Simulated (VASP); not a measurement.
# ZnS (P6_3mc) in VASP: single point with PBE-based global hybrid with 35 % exact exchange

Aim: the single point of ZnS with PBE-based global hybrid with 35 % exact exchange.

All numbers are computed with VASP 6.6.1; they aren't measurements. Logs are shortened: lines on timing, memory, paths and dates and some standing lists are left out, and cuts for length are marked.

**1. The cell of the first run**

Symmetry: P6_3mc, No. 186, hexagonal system. The conventional cell has a = 3.811 Å, b = 3.811 Å, c = 6.234 Å, α = 90.00°, β = 90.00°, γ = 120.00°. Within 3.1 Å of Zn (site symmetry 3m) lie 4 S at 2.31 to 2.40 Å. Within 3.1 Å of S (site symmetry 3m) lie 4 Zn at 2.31 to 2.40 Å.

**2. Single point, PBE-based global hybrid with 35 % exact exchange**

Input file POSCAR:

```
ZnS
1.0
    3.8110000000      0.0000000000      0.0000000000
   -1.9055000000      3.3004228138      0.0000000000
    0.0000000000      0.0000000000      6.2340000000
Zn S
2 2
Direct
    0.3333333333      0.6666666667      0.0000000000
    0.6666666667      0.3333333333      0.5000000000
    0.3333333333      0.6666666667      0.3850000000
    0.6666666667      0.3333333333      0.8850000000
```

Input file INCAR.step1:

```
SYSTEM = ZnS
PREC = Accurate
ENCUT = 400
EDIFF = 1E-5
ISMEAR = 1
SIGMA = 0.01
LREAL = .False.
LASPH = .True.
NELM = 120
ALGO = Normal
ISIF = 2
LWAVE = .True.
GGA = PE
NBANDS = 26
GGA_COMPAT = .False.
```

Input file INCAR.step2:

```
SYSTEM = ZnS
PREC = Accurate
ENCUT = 400
EDIFF = 1E-6
ISMEAR = 1
SIGMA = 0.01
LREAL = .False.
LASPH = .True.
NELM = 120
ALGO = Normal
ISIF = 2
LWAVE = .False.
LCHARG = .True.
GGA = PE
LHFCALC = .True.
AEXX = 0.35
PRECFOCK = Normal
LELF = .True.
LVHAR = .True.
ISTART = 1
NBANDS = 26
GGA_COMPAT = .False.
```

Input file KPOINTS:

```
Automatic mesh
0
Gamma
  4 4 2
  0 0 0
```

Potentials or basis: VASP PAW PBE potentials, release 64 (Zn, S).

Started as:

```sh
cat potpaw_PBE.64/Zn/POTCAR potpaw_PBE.64/S/POTCAR > POTCAR
cp INCAR.step1 INCAR
mpirun -np 1 vasp_std > vasp.out
cp INCAR.step2 INCAR
mpirun -np 1 vasp_std > vasp.out
```

OUTCAR:

```text
SYSTEM = ZnS
   PREC = Accurate
   ENCUT = 400
   EDIFF = 1E-6
   ISMEAR = 1
   LREAL = .False.
   LASPH = .True.
   NELM = 120
   ISIF = 2
   GGA = PE
   LHFCALC = .True.
   AEXX = 0.35
   PRECFOCK = Normal
   ISTART = 1

 ion  position               nearest neighbor table
   1  0.333  0.667  0.000-   4 2.31   4 2.31   4 2.31   3 2.40
   2  0.667  0.333  0.500-   3 2.31   3 2.31   3 2.31   4 2.40
   3  0.333  0.667  0.385-   2 2.31   2 2.31   2 2.31   1 2.40
   4  0.667  0.333  0.885-   1 2.31   1 2.31   1 2.31   2 2.40

  LATTYP: Found a hexagonal cell.
 ALAT       =     3.8110000000
 C/A-ratio  =     1.6357911309

  Lattice vectors:

 A1 = (   3.8110000000,   0.0000000000,   0.0000000000)
 A2 = (  -1.9055000000,   3.3004228138,   0.0000000000)
 A3 = (   0.0000000000,   0.0000000000,   6.2340000000)

Analysis of symmetry for initial positions (statically):
=====================================================================
 Subroutine PRICEL returns:
 Original cell was already a primitive cell.

 Routine SETGRP: Setting up the symmetry group for a
 hexagonal supercell.

 Subroutine GETGRP returns: Found 12 space group operations
 (whereof  6 operations were pure point group operations)
 out of a pool of 24 trial point group operations.

The static configuration has the point symmetry C_3v.
 The point group associated with its full space group is C_6v.

Analysis of symmetry for dynamics (positions and initial velocities):
=====================================================================
 Subroutine PRICEL returns:
 Original cell was already a primitive cell.

 Routine SETGRP: Setting up the symmetry group for a
 hexagonal supercell.

 Subroutine GETGRP returns: Found 12 space group operations
 (whereof  6 operations were pure point group operations)
 out of a pool of 24 trial point group operations.

The dynamic configuration has the point symmetry C_3v.
 The point group associated with its full space group is C_6v.

 Subroutine INISYM returns: Found 12 space group operations
 (whereof  6 operations are pure point group operations),
 and found     1 'primitive' translations

----------------------------------------------------------------------------------------

                                     Primitive cell

  volume of cell :      78.4107

  direct lattice vectors                    reciprocal lattice vectors
     3.811000000  0.000000000  0.000000000     0.262398321  0.151495741  0.000000000
    -1.905500000  3.300422814  0.000000000     0.000000000  0.302991482  0.000000000
     0.000000000  0.000000000  6.234000000     0.000000000  0.000000000  0.160410651

  length of vectors
     3.811000000  3.811000000  6.234000000     0.302991482  0.302991482  0.160410651

  position of ions in fractional coordinates (direct lattice)
     0.333333333  0.666666667  0.000000000
     0.666666667  0.333333333  0.500000000
     0.333333333  0.666666667  0.385000000
     0.666666667  0.333333333  0.885000000

  ion indices of the primitive-cell ions
   primitive index   ion index
                 1           1
                 2           2
                 3           3
                 4           4

----------------------------------------------------------------------------------------

 KPOINTS: Automatic mesh

Automatic generation of k-mesh.
 Grid dimensions read from file:
 generate k-points for:    4    4    2

 Generating k-lattice:

  Cartesian coordinates                     Fractional coordinates (reciprocal lattice)
     0.065599580  0.037873935  0.000000000     0.250000000  0.000000000  0.000000000
     0.000000000  0.075747871  0.000000000     0.000000000  0.250000000  0.000000000
     0.000000000  0.000000000  0.080205326     0.000000000  0.000000000  0.500000000

  Length of vectors
     0.075747871  0.075747871  0.080205326

  Shift w.r.t. Gamma in fractional coordinates (k-lattice)
     0.000000000  0.000000000  0.000000000

 Subroutine IBZKPT returns following result:
 ===========================================

 Found      8 irreducible k-points:

 Following reciprocal coordinates:
            Coordinates               Weight
  0.000000  0.000000  0.000000      1.000000
  0.250000  0.000000  0.000000      6.000000
  0.500000  0.000000  0.000000      3.000000
  0.250000  0.250000  0.000000      6.000000
  0.000000  0.000000  0.500000      1.000000
  0.250000  0.000000  0.500000      6.000000
  0.500000  0.000000  0.500000      3.000000
  0.250000  0.250000  0.500000      6.000000
   k-points           NKPTS =      8   k-points in BZ     NKDIM =     32   number of bands    NBANDS=     26
   number of dos      NEDOS =    301   number of ions     NIONS =      4
   total plane-waves  NPLWV =  32928
   dimension x,y,z NGX =    28 NGY =   28 NGZ =   42
   dimension x,y,z NGXF=    56 NGYF=   56 NGZF=   84
   ions per type =               2   2
   NGX,Y,Z   is equivalent  to a cutoff of  12.21, 12.21, 11.20 a.u.
   NGXF,Y,Z  is equivalent  to a cutoff of  24.43, 24.43, 22.40 a.u.
 SYSTEM =  ZnS
   PREC   = accura    normal or accurate (medium, high low for compatibility)
   ISTART =      1    job   : 0-new  1-cont  2-samecut
   ICHARG =      0    charge: 1-file 2-atom 10-const
   ISPIN  =      1    spin polarized calculation?
   LNONCOLLINEAR =      F non collinear calculations
   LSORBIT =      F    spin-orbit coupling
   LASPH  =      T    aspherical Exc in radial PAW
   ENCUT  =  400.0 eV  29.40 Ry    5.42 a.u.   6.21  6.21 10.17*2*pi/ulx,y,z
   NELM   =    120;   NELMIN=  2; NELMDL=  0     # of ELM steps
   EDIFF  = 0.1E-05   stopping-criterion for ELM
   LREAL  =      F    real-space projection
   EDIFFG = 0.1E-04   stopping-criterion for IOM
   NSW    =      0    number of steps for IOM
   IBRION =     -1    ionic relax: 0-MD 1-quasi-New 2-CG
   NFREE  =      0    steps in history (QN), initial steepest desc. (CG)
   ISIF   =      2    stress and relaxation
   ISYM   =      3    0-nonsym 1-usesym 2-fastsym
   POTIM  = 0.5000    time-step for ionic-motion
   TEBEG  =    0.0;   TEEND  =   0.0 temperature during run
   PSTRESS=    0.0 pullay stress
   NELECT =      36.0000    total number of electrons
   NUPDOWN=      -1.0000    fix difference up-down
   EMIN   =  10.00;   EMAX   =-10.00  energy-range for DOS
   EFERMI =   0.00;   METHOD = LEGACY
   ISMEAR =     1;   SIGMA  =   0.01  broadening in eV -4-tet -1-fermi 0-gaus
   EFERMI_NEDOS =   21; number of points for ismear=-14 and -15
   IALGO  =     38    algorithm
   IMIX   =      1    mixing-type and parameters
     AMIX     =   0.40;   BMIX     =  1.00
     AMIX_MAG =   1.60;   BMIX_MAG =  1.00
  volume/ion in A,a.u.               =      19.60       132.29
  Fermi-wavevector in a.u.,A,eV,Ry     =   1.262943  2.386617 21.701647  1.595026
  Thomas-Fermi vector in A             =   2.396326
   LORBIT       =      0    0 simple, 1 ext, 2 COOP (PROOUT), +10 PAW based schemes
   GGA     = PE    functional components
   LHFCALC =     T    Hartree Fock is set to
   PRECFOCK=normal    Normal, Fast or Accurate (Low or Medium for compatibility)
   ENCUT4O =  -1.0   cutoff for four orbital integrals eV
   NKREDX  =     1    reduce k-point grid by
   NKREDY  =     1    reduce k-point grid by
   NKREDZ  =     1    reduce k-point grid by
   AEXX    =    0.3500 exact exchange contribution
   HFSCREEN=    0.0000 screening length (either q_TF or 0.3 A-1)
   HFSCREENC=   0.0000 screening length for correlation (either q_TF or 0.3 A-1)
   ENCUTFOCK=  -1.0 apply spherical cutoff to Coloumb kernel
   IVDW    =     0    specifies the selected vdW correction
   LEPSILON=     F    determine dielectric tensor
   LRPA    =     F    only Hartree local field effects (RPA)
 non-spin polarized calculation
 Methfessel and Paxton  Order N= 1 SIGMA  =   0.01
  energy-cutoff  :      400.00
  volume of cell :       78.41
 maximum number of plane-waves:      1448
 NGX is ok and might be reduce to    28
  NGX = 20; NGY = 20; NGZ = 32

 number of electron      35.9999957 magnetization

 Free energy of the ion-electron system (eV)
  ---------------------------------------------------
  ext. energy  EPLUGINS =         0.00000000
  ---------------------------------------------------
  free energy    TOTEN  =       -19.65735937 eV

  energy without entropy =      -19.65737749  energy(sigma->0) =      -19.65736541

 E-fermi :   0.6170     XC(G=0):  -6.7921

 val. band max:        0.6085519076   @ k =   0.0000   0.0000   0.0000
 cond. band min:       5.6042679516   @ k =   0.0000   0.0000   0.0000
 fundamental gap:      4.9957160440
 Fermi energy:         0.6169707297

 k-point     1 :       0.0000    0.0000    0.0000
  band No.  band energies     occupation
      1     -14.3170      2.00000
      2     -13.3064      2.00000
      3      -7.9465      2.00000
      4      -7.9465      2.00000
      5      -7.8999      2.00000
      6      -7.8839      2.00000
[... 18 lines left out ...]
     25      11.2002      0.00000
     26      12.9324      0.00000

 k-point     2 :       0.2500    0.0000    0.0000
  band No.  band energies     occupation
      1     -13.8842      2.00000
      2     -13.0892      2.00000
      3      -7.8970      2.00000
      4      -7.8743      2.00000
      5      -7.8286      2.00000
      6      -7.7839      2.00000
[... 18 lines left out ...]
     25      12.0287      0.00000
     26      12.5351      0.00000

 k-point     3 :       0.5000    0.0000    0.0000
  band No.  band energies     occupation
      1     -13.2942      2.00000
      2     -12.9510      2.00000
      3      -7.8596      2.00000
      4      -7.8231      2.00000
      5      -7.6842      2.00000
      6      -7.6478      2.00000
[... 108 lines left out ...]
 k-point     7 :       0.5000    0.0000    0.5000
  band No.  band energies     occupation
      1     -13.1102      2.00000
      2     -13.1102      2.00000
      3      -7.8327      2.00000
      4      -7.8327      2.00000
      5      -7.7516      2.00000
      6      -7.7516      2.00000
[... 18 lines left out ...]
     25      12.9543      0.00000
     26      12.9543      0.00000

 k-point     8 :       0.2500    0.2500    0.5000
  band No.  band energies     occupation
      1     -13.1171      2.00000
      2     -13.1171      2.00000
      3      -7.7926      2.00000
      4      -7.7926      2.00000
      5      -7.7516      2.00000
      6      -7.7516      2.00000
[... 18 lines left out ...]
     25      12.0642      0.00000
     26      12.0642      0.00000

------------------------ aborting loop because EDIFF is reached ----------------------------------------

  FORCE on cell =-STRESS in cart. coord.  units (eV):
  Direction    XX          YY          ZZ          XY          YZ          ZX
  --------------------------------------------------------------------------------------
  -------------------------------------------------------------------------------------
  Total        0.7846231      0.7846231     -0.4779643      0.0000000      0.0000000      0.0000000
  in kB       16.0323190     16.0323190     -9.7663144      0.0000000      0.0000000      0.0000000
  external PRESSURE =       7.4327745 kB  Pullay stress =       0.0000000 kB

 VOLUME and BASIS-vectors are now :
 -----------------------------------------------------------------------------
  energy-cutoff  :      400.00
  volume of cell :       78.41
      direct lattice vectors                 reciprocal lattice vectors
     3.811000000  0.000000000  0.000000000     0.262398321  0.151495741  0.000000000
    -1.905500000  3.300422814  0.000000000     0.000000000  0.302991482  0.000000000
     0.000000000  0.000000000  6.234000000     0.000000000  0.000000000  0.160410651

 POSITION                                       TOTAL-FORCE (eV/Angst)
 -----------------------------------------------------------------------------------
     -0.00000      2.20028      0.00000        -0.000000      0.000000      0.338152
      1.90550      1.10014      3.11700         0.000000     -0.000000      0.338152
     -0.00000      2.20028      2.40009         0.000000      0.000000     -0.338152
      1.90550      1.10014      5.51709        -0.000000      0.000000     -0.338152
 -----------------------------------------------------------------------------------
    total drift:                               -0.000000     -0.000000     -0.000082

  FREE ENERGIE OF THE ION-ELECTRON SYSTEM (eV)
  ---------------------------------------------------
  free  energy   TOTEN  =       -19.6573593675 eV

  energy  without entropy=      -19.6573774859  energy(sigma->0) =      -19.65736541
```

Wall time 19 min (1 thread of Oxide Virtual Turin-like, shared host); peak memory 0.15 GiB.

What came out:

```
Free energy            : -19.6574 eV
Pressure               : 0.7 GPa
Largest force          : 0.338 eV/Å
Band gap on the k mesh : 5.00 eV
```

Forces on the atoms (eV/Å):
```
Zn   0.000  0.000  0.338
Zn   0.000  0.000  0.338
S    0.000  0.000 -0.338
S    0.000  0.000 -0.338
```

Stress tensor (GPa, compression positive):
```
 1.60  0.00  0.00
 0.00  1.60  0.00
 0.00  0.00 -0.98
```

Caveat: the k points lie up to 0.50 Å⁻¹ apart; the PAW data sets were made with another functional, which shifts forces and pressure a little.
